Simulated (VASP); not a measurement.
# GaN (P6_3mc) in VASP: further runs

The runs below take GaN through single point, with r2SCAN.

Program: VASP 6.6.1. These are calculated values, not measurements. Logs are shortened: lines on timing, memory, paths and dates and some standing lists are left out, and cuts for length are marked.

## Step 1: The cell of the first run

It takes space group P6_3mc (No. 186, hexagonal). The conventional cell has a = 3.224 Å, b = 3.224 Å, c = 5.027 Å, α = 90.00°, β = 90.00°, γ = 120.00°. Within 2.5 Å of Ga (site symmetry 3m) lie 4 N at 1.89 to 1.96 Å. N (site symmetry 3m) has 4 Ga at 1.89 to 1.96 Å within 2.5 Å.

## Step 2: Single point, r2SCAN

The input, POSCAR:

```
GaN
1.0
    3.2235667135      0.0000000000      0.0000000000
   -1.6117833568      2.7916906647      0.0000000000
    0.0000000000      0.0000000000      5.0273048815
Ga N
2 2
Direct
    0.3333333333      0.6666666667      0.0000000000
    0.6666666667      0.3333333333      0.5000000000
    0.3333333333      0.6666666667      0.3750000000
    0.6666666667      0.3333333333      0.8750000000
```

The input, INCAR.step1:

```
PREC     = Accurate       # precision mode
ENCUT    = 520            # plane-wave cutoff, eV
ISMEAR   = 0              # smearing method
SIGMA    = 0.05           # smearing width, eV
LREAL    = F              # projectors in reciprocal space
LASPH    = T              # aspherical terms in the spheres
NELM     = 80             # most SCF steps
NBANDS   = 26             # bands
GGA      = PE             # functional
ALGO     = Normal         # electronic algorithm
EDIFF    = 1E-4           # SCF threshold, eV
LWAVE    = T              # write WAVECAR
LCHARG   = F              # write CHGCAR
```

The input, INCAR.step2:

```
PREC     = Accurate       # precision mode
ENCUT    = 520            # plane-wave cutoff, eV
EDIFF    = 1E-6           # SCF threshold, eV
ISMEAR   = 0              # smearing method
SIGMA    = 0.05           # smearing width, eV
LREAL    = F              # projectors in reciprocal space
LASPH    = T              # aspherical terms in the spheres
NELM     = 80             # most SCF steps
ALGO     = Normal         # electronic algorithm
ISIF     = 2              # what is computed and relaxed
LWAVE    = F              # write WAVECAR
LCHARG   = F              # write CHGCAR
METAGGA  = R2SCAN         # meta-GGA
LMIXTAU  = T            
NBANDS   = 26             # bands
ISTART   = 1
```

The input, KPOINTS:

```
Automatic mesh
0
Gamma
  12 12 6
```

Potentials or basis: VASP PAW PBE potentials, release 64 (Ga_d, N).

The run is started by

```sh
$ cat potpaw_PBE.64/Ga_d/POTCAR potpaw_PBE.64/N/POTCAR > POTCAR
$ cp INCAR.step1 INCAR
$ mpirun -np 1 vasp_std > vasp.out
$ cp INCAR.step2 INCAR
$ mpirun -np 1 vasp_std > vasp.out
```

OUTCAR:

```text
PREC = Accurate
   ENCUT = 520
   EDIFF = 1E-6
   ISMEAR = 0
   LREAL = F
   LASPH = T
   NELM = 80
   ISIF = 2
   METAGGA = R2SCAN
   ISTART = 1

 ion  position               nearest neighbor table
   1  0.333  0.667  0.000-   3 1.89   4 1.96   4 1.96   4 1.96
   2  0.667  0.333  0.500-   4 1.89   3 1.96   3 1.96   3 1.96
   3  0.333  0.667  0.375-   1 1.89   2 1.96   2 1.96   2 1.96
   4  0.667  0.333  0.875-   2 1.89   1 1.96   1 1.96   1 1.96

  LATTYP: Found a hexagonal cell.
 ALAT       =     3.2235667135
 C/A-ratio  =     1.5595473363

  Lattice vectors:

 A1 = (   3.2235667135,   0.0000000000,   0.0000000000)
 A2 = (  -1.6117833568,   2.7916906647,   0.0000000000)
 A3 = (   0.0000000000,   0.0000000000,   5.0273048815)

Analysis of symmetry for initial positions (statically):
=====================================================================
 Subroutine PRICEL returns:
 Original cell was already a primitive cell.

 Routine SETGRP: Setting up the symmetry group for a
 hexagonal supercell.

 Subroutine GETGRP returns: Found 12 space group operations
 (whereof  6 operations were pure point group operations)
 out of a pool of 24 trial point group operations.

The static configuration has the point symmetry C_3v.
 The point group associated with its full space group is C_6v.

Analysis of symmetry for dynamics (positions and initial velocities):
=====================================================================
 Subroutine PRICEL returns:
 Original cell was already a primitive cell.

 Routine SETGRP: Setting up the symmetry group for a
 hexagonal supercell.

 Subroutine GETGRP returns: Found 12 space group operations
 (whereof  6 operations were pure point group operations)
 out of a pool of 24 trial point group operations.

The dynamic configuration has the point symmetry C_3v.
 The point group associated with its full space group is C_6v.

 Subroutine INISYM returns: Found 12 space group operations
 (whereof  6 operations are pure point group operations),
 and found     1 'primitive' translations

----------------------------------------------------------------------------------------

                                     Primitive cell

  volume of cell :      45.2417

  direct lattice vectors                    reciprocal lattice vectors
     3.223566713  0.000000000  0.000000000     0.310215388  0.179102938  0.000000000
    -1.611783357  2.791690665  0.000000000     0.000000000  0.358205876  0.000000000
     0.000000000  0.000000000  5.027304882     0.000000000  0.000000000  0.198913737

  length of vectors
     3.223566713  3.223566714  5.027304882     0.358205876  0.358205876  0.198913737

  position of ions in fractional coordinates (direct lattice)
     0.333333333  0.666666667  0.000000000
     0.666666667  0.333333333  0.500000000
     0.333333333  0.666666667  0.375000000
     0.666666667  0.333333333  0.875000000

  ion indices of the primitive-cell ions
   primitive index   ion index
                 1           1
                 2           2
                 3           3
                 4           4

----------------------------------------------------------------------------------------

 KPOINTS: Automatic mesh

Automatic generation of k-mesh.
 Grid dimensions read from file:
 generate k-points for:   12   12    6

 Generating k-lattice:

  Cartesian coordinates                     Fractional coordinates (reciprocal lattice)
     0.025851282  0.014925245  0.000000000     0.083333333 -0.000000000  0.000000000
     0.000000000  0.029850490  0.000000000     0.000000000  0.083333333  0.000000000
     0.000000000  0.000000000  0.033152289     0.000000000  0.000000000  0.166666667

  Length of vectors
     0.029850490  0.029850490  0.033152289

  Shift w.r.t. Gamma in fractional coordinates (k-lattice)
     0.000000000  0.000000000  0.000000000

 Subroutine IBZKPT returns following result:
 ===========================================

 Found     76 irreducible k-points:

 Following reciprocal coordinates:
            Coordinates               Weight
  0.000000  0.000000  0.000000      1.000000
  0.083333 -0.000000  0.000000      6.000000
  0.166667 -0.000000  0.000000      6.000000
  0.250000 -0.000000  0.000000      6.000000
  0.333333 -0.000000  0.000000      6.000000
  0.416667 -0.000000  0.000000      6.000000
[... 16 lines left out ...]
  0.250000 -0.000000  0.166667     12.000000
  0.333333 -0.000000  0.166667     12.000000
 [... further k-points ...]
   k-points           NKPTS =     76   k-points in BZ     NKDIM =     76   number of bands    NBANDS=     26
   number of dos      NEDOS =    301   number of ions     NIONS =      4
   total plane-waves  NPLWV =  23040
   dimension x,y,z NGX =    24 NGY =   24 NGZ =   40
   dimension x,y,z NGXF=    48 NGYF=   48 NGZF=   80
   ions per type =               2   2
   NGX,Y,Z   is equivalent  to a cutoff of  12.38, 12.38, 13.23 a.u.
[... 59 lines left out ...]
 Fermi energy:         5.4681590145

 k-point     1 :       0.0000    0.0000    0.0000
  band No.  band energies     occupation
      1     -11.7142      2.00000
      2     -10.6428      2.00000
      3      -8.6760      2.00000
      4      -8.6460      2.00000
      5      -8.6460      2.00000
      6      -8.5639      2.00000
[... 18 lines left out ...]
     25      17.4960      0.00000
     26      17.5838      0.00000

 k-point     2 :       0.0833   -0.0000    0.0000
  band No.  band energies     occupation
      1     -11.6477      2.00000
      2     -10.6267      2.00000
      3      -8.6654      2.00000
      4      -8.6371      2.00000
      5      -8.6273      2.00000
      6      -8.5566      2.00000
[... 18 lines left out ...]
     25      17.6629      0.00000
     26      17.6926      0.00000

 k-point     3 :       0.1667   -0.0000    0.0000
  band No.  band energies     occupation
      1     -11.4643      2.00000
      2     -10.5865      2.00000
      3      -8.6387      2.00000
      4      -8.6157      2.00000
      5      -8.5719      2.00000
      6      -8.5197      2.00000
[... 18 lines left out ...]
     25      17.7616      0.00000
     26      18.0527      0.00000

 k-point     4 :       0.2500   -0.0000    0.0000
  band No.  band energies     occupation
      1     -11.2130      2.00000
      2     -10.5408      2.00000
      3      -8.6110      2.00000
      4      -8.5947      2.00000
      5      -8.5276      2.00000
      6      -8.4646      2.00000
[... 18 lines left out ...]
     25      17.4599      0.00000
     26      18.5637      0.00000

 k-point     5 :       0.3333   -0.0000    0.0000
  band No.  band energies     occupation
      1     -10.9669      2.00000
      2     -10.5070      2.00000
      3      -8.5941      2.00000
      4      -8.5839      2.00000
      5      -8.4999      2.00000
      6      -8.4218      2.00000
[... 18 lines left out ...]
     25      17.4710      0.00000
     26      19.2644      0.00000

 k-point     6 :       0.4167   -0.0000    0.0000
  band No.  band energies     occupation
      1     -10.7941      2.00000
      2     -10.4929      2.00000
      3      -8.5904      2.00000
      4      -8.5817      2.00000
      5      -8.4849      2.00000
      6      -8.4157      2.00000
[... 427 lines left out ...]
 k-point    21 :       0.0833   -0.0000    0.1667
  band No.  band energies     occupation
      1     -11.5591      2.00000
      2     -10.6628      2.00000
      3      -8.6534      2.00000
      4      -8.6350      2.00000
      5      -8.6186      2.00000
      6      -8.5654      2.00000
[... 18 lines left out ...]
     25      17.0786      0.00000
     26      17.3524      0.00000

 k-point    22 :       0.1667   -0.0000    0.1667
  band No.  band energies     occupation
      1     -11.3836      2.00000
      2     -10.6145      2.00000
      3      -8.6353      2.00000
      4      -8.6116      2.00000
      5      -8.5692      2.00000
      6      -8.5236      2.00000
[... 18 lines left out ...]
     25      17.0971      0.00000
     26      17.7907      0.00000

 k-point    23 :       0.2500   -0.0000    0.1667
  band No.  band energies     occupation
      1     -11.1451      2.00000
      2     -10.5585      2.00000
      3      -8.6132      2.00000
      4      -8.5871      2.00000
      5      -8.5378      2.00000
      6      -8.4742      2.00000
[... 18 lines left out ...]
     25      17.1840      0.00000
     26      18.3728      0.00000

 k-point    24 :       0.3333   -0.0000    0.1667
  band No.  band energies     occupation
      1     -10.9151      2.00000
      2     -10.5153      2.00000
      3      -8.6005      2.00000
      4      -8.5722      2.00000
      5      -8.5120      2.00000
      6      -8.4259      2.00000
[... 18 lines left out ...]
     25      17.4095      0.00000
     26      19.0653      0.00000

 [... further k-points ...]

------------------------ aborting loop because EDIFF is reached ----------------------------------------

  FORCE on cell =-STRESS in cart. coord.  units (eV):
  Direction    XX          YY          ZZ          XY          YZ          ZX
  --------------------------------------------------------------------------------------
  -------------------------------------------------------------------------------------
  Total       -1.0584298     -1.0584298      4.4975819      0.0000000      0.0000000      0.0000000
  in kB      -37.4829244    -37.4829244    159.2760511      0.0000000      0.0000000      0.0000000
  external PRESSURE =      28.1034008 kB  Pullay stress =       0.0000000 kB

 VOLUME and BASIS-vectors are now :
 -----------------------------------------------------------------------------
  energy-cutoff  :      520.00
  volume of cell :       45.24
      direct lattice vectors                 reciprocal lattice vectors
     3.223566713  0.000000000  0.000000000     0.310215388  0.179102938  0.000000000
    -1.611783357  2.791690665  0.000000000     0.000000000  0.358205876  0.000000000
     0.000000000  0.000000000  5.027304882     0.000000000  0.000000000  0.198913737

 POSITION                                       TOTAL-FORCE (eV/Angst)
 -----------------------------------------------------------------------------------
     -0.00000      1.86113      0.00000         0.000000     -0.000000     -0.713822
      1.61178      0.93056      2.51365        -0.000000      0.000000     -0.713822
     -0.00000      1.86113      1.88524        -0.000000     -0.000000      0.713822
      1.61178      0.93056      4.39889        -0.000000     -0.000000      0.713822
 -----------------------------------------------------------------------------------
    total drift:                                0.000002      0.000003      0.007484

  FREE ENERGIE OF THE ION-ELECTRON SYSTEM (eV)
  ---------------------------------------------------
  free  energy   TOTEN  =       -43.7344725563 eV

  energy  without entropy=      -43.7344725563  energy(sigma->0) =      -43.73447256
```

Run time: 1.9 min. Hardware: 1 thread of Intel Xeon 6975P-C (Granite Rapids), shared host; peak memory 0.22 GiB.

What came out:

* Free energy: -43.7345 eV
* Pressure: 2.8 GPa
* Largest force: 0.714 eV/Å
* Band gap on the k mesh: 2.39 eV

Forces in eV/Å, atoms in the order of the input:
```
Ga   0.000  0.000 -0.714
Ga   0.000  0.000 -0.714
N    0.000  0.000  0.714
N    0.000  0.000  0.714
```

Stress tensor (GPa, compression positive):
```
-3.75  0.00  0.00
 0.00 -3.75  0.00
 0.00  0.00 15.93
```

Caveat: the stress differs along the axes, from -4 to 16 GPa; the PAW data sets were made with another functional, which shifts forces and pressure a little.

## Step 3: Single point, r2SCAN

This run uses another cell than the first one, of the same volume but with other edges.

The input, POSCAR:

```
GaN
1.0
    3.1287003728      0.0000000000      0.0000000000
   -1.5643501864      2.7095340037      0.0000000000
    0.0000000000      0.0000000000      5.3367959887
Ga N
2 2
Direct
    0.3333333333      0.6666666667      0.0000000000
    0.6666666667      0.3333333333      0.5000000000
    0.3333333333      0.6666666667      0.3750000000
    0.6666666667      0.3333333333      0.8750000000
```

The input, INCAR.step1:

```
ALGO     = Normal         # electronic algorithm
EDIFF    = 1E-4           # SCF threshold, eV
ENCUT    = 520            # plane-wave cutoff, eV
GGA      = PE             # functional
ISMEAR   = 0              # smearing method
LASPH    = True           # aspherical terms in the spheres
LCHARG   = False          # write CHGCAR
LREAL    = False          # projectors in reciprocal space
LWAVE    = True           # write WAVECAR
NBANDS   = 26             # bands
NELM     = 60             # most SCF steps
PREC     = Accurate       # precision mode
SIGMA    = 0.05           # smearing width, eV
```

The input, INCAR.step2:

```
ALGO     = Normal         # electronic algorithm
EDIFF    = 1E-6           # SCF threshold, eV
ENCUT    = 520            # plane-wave cutoff, eV
ISIF     = 2              # what is computed and relaxed
ISMEAR   = 0              # smearing method
ISTART   = 1            
LASPH    = True           # aspherical terms in the spheres
LCHARG   = False          # write CHGCAR
LMIXTAU  = True         
LREAL    = False          # projectors in reciprocal space
LWAVE    = False          # write WAVECAR
METAGGA  = R2SCAN         # meta-GGA
NBANDS   = 26             # bands
NELM     = 60             # most SCF steps
PREC     = Accurate       # precision mode
SIGMA    = 0.05           # smearing width, eV
```

The input, KPOINTS:

```
k-points
0
Gamma
  12 12 6
```

Potentials or basis: VASP PAW PBE potentials, release 64 (Ga_d, N).

The run is started by

```sh
$ cat potpaw_PBE.64/Ga_d/POTCAR potpaw_PBE.64/N/POTCAR > POTCAR
$ cp INCAR.step1 INCAR
$ mpirun -np 1 vasp_std > vasp.out
$ cp INCAR.step2 INCAR
$ mpirun -np 1 vasp_std > vasp.out
```

Wall time 1.8 min (1 thread of Intel Xeon 6975P-C (Granite Rapids), shared host); peak memory 0.21 GiB.

Results (log left out):

```
Free energy            : -43.7441 eV
Pressure               : 2.6 GPa
Largest force          : 0.320 eV/Å
Band gap on the k mesh : 2.19 eV
```

Forces on the atoms (eV/Å):
```
Ga   0.000  0.000  0.320
Ga   0.000  0.000  0.320
N    0.000  0.000 -0.320
N    0.000  0.000 -0.320
```

Stress tensor (GPa, compression positive):
```
 8.47  0.00  0.00
 0.00  8.47  0.00
 0.00  0.00 -9.07
```

Levels at points of the mesh, in eV from the valence-band top:
```csv
k point,band 15,band 16,band 17,band 18,band 19,band 20,band 21,band 22
"(0.00, 0.00, 0.00)",-0.92,-0.25,0.00,0.00,2.19,5.25,9.58,10.68
"(0.50, 0.00, 0.00)",-4.36,-2.73,-2.32,-1.14,5.85,6.02,6.18,9.09
"(0.00, 0.00, 0.50)",-0.47,-0.47,-0.47,-0.47,4.88,4.88,8.93,8.93
"(0.50, 0.00, 0.50)",-2.20,-2.20,-1.99,-1.99,4.70,4.70,8.32,8.32
```

Caveat: the stress differs along the axes, from -9 to 8 GPa; the PAW data sets were made with another functional, which shifts forces and pressure a little.

## Step 4: Single point, r2SCAN

This run uses another cell than the first one, of the same volume but with other edges.

The input, POSCAR:

```
GaN
1.0
    3.4255507914      0.0000000000      0.0000000000
   -1.7127753957      2.9666140073      0.0000000000
    0.0000000000      0.0000000000      4.4519238435
Ga N
2 2
Direct
    0.3333333333      0.6666666667      0.0000000000
    0.6666666667      0.3333333333      0.5000000000
    0.3333333333      0.6666666667      0.3750000000
    0.6666666667      0.3333333333      0.8750000000
```

The input, INCAR.step1:

```
PREC = Accurate ; ENCUT = 520
ISMEAR = 0 ; SIGMA = 0.05
LREAL = False ; LASPH = True
NELM = 100 ; NBANDS = 26
GGA = PE ; ALGO = Normal
EDIFF = 1E-4 ; LWAVE = True
LCHARG = False
```

The input, INCAR.step2:

```
PREC = Accurate ; ENCUT = 520
EDIFF = 1E-6 ; ISMEAR = 0
SIGMA = 0.05 ; LREAL = False
LASPH = True ; NELM = 100
ALGO = Normal ; ISIF = 2
LWAVE = False ; LCHARG = True
METAGGA = R2SCAN ; LMIXTAU = True
LELF = True ; LVHAR = True
NBANDS = 26 ; ISTART = 1
```

The input, KPOINTS:

```
Automatic mesh
0
Gamma
  12 12 6
```

The run is started by

```sh
$ cat potpaw_PBE.64/Ga_d/POTCAR potpaw_PBE.64/N/POTCAR > POTCAR
$ cp INCAR.step1 INCAR
$ mpirun -np 1 vasp_std > vasp.out
$ cp INCAR.step2 INCAR
$ mpirun -np 1 vasp_std > vasp.out
```

It took 2.6 min on 1 thread of Intel Xeon 6975P-C (Granite Rapids), shared host; peak memory 0.22 GiB.

The run converged. Its results:

- Free energy: -41.5109 eV
- Pressure: 19.7 GPa
- Largest force: 6.175 eV/Å
- Band gap on the k mesh: 2.28 eV

Forces on the atoms (eV/Å):
```
Ga   0.000  0.000 -6.175
Ga   0.000  0.000 -6.175
N    0.000  0.000  6.175
N    0.000  0.000  6.175
```

Stress tensor (GPa, compression positive):
```
-18.17   0.00   0.00
  0.00 -18.17   0.00
  0.00   0.00  95.41
```

Levels at points of the mesh, in eV from the valence-band top:
```csv
k point,band 16,band 17,band 18,band 19,band 20,band 21
"(0.00, 0.00, 0.00)",-0.07,-0.07,0.00,2.28,2.93,8.97
"(0.50, 0.00, 0.00)",-3.74,-2.41,-0.45,4.14,6.17,7.99
"(0.00, 0.00, 0.50)",-1.11,-1.11,-1.11,4.32,4.32,9.39
"(0.50, 0.00, 0.50)",-2.27,-1.03,-1.03,5.06,5.06,9.09
```

Caveat: the stress differs along the axes, from -18 to 95 GPa; the PAW data sets were made with another functional, which shifts forces and pressure a little.

## Step 5: The runs side by side

| cell | gap on the mesh (eV) | pressure (GPa) | largest force (eV/Å) |
| --- | --- | --- | --- |
| a = 3.224, b = 3.224, c = 5.027 Å, angles 90.0, 90.0, 120.0°, 4 atoms | 2.39 | 2.8 | 0.71 |
| a = 3.129, b = 3.129, c = 5.337 Å, angles 90.0, 90.0, 120.0°, 4 atoms | 2.19 | 2.6 | 0.32 |
| a = 3.426, b = 3.426, c = 4.452 Å, angles 90.0, 90.0, 120.0°, 4 atoms | 2.28 | 19.7 | 6.18 |

Alike in all rows: task single point; level r2SCAN; potentials or basis VASP PAW PBE potentials, release 64 (Ga_d, N); no spin polarisation; k mesh 12 × 12 × 6; cutoff (eV) 520; smearing gaussian 0.05 eV.

Caveats: the PAW data sets were made with another functional, which shifts forces and pressure a little; the stress differs along the axes, from -4 to 16 GPa (at least some runs); the stress differs along the axes, from -9 to 8 GPa (at least some runs); the stress differs along the axes, from -18 to 95 GPa (at least some runs).

Total energies depend on the potentials used, so only differences within one code and one set of settings carry meaning.
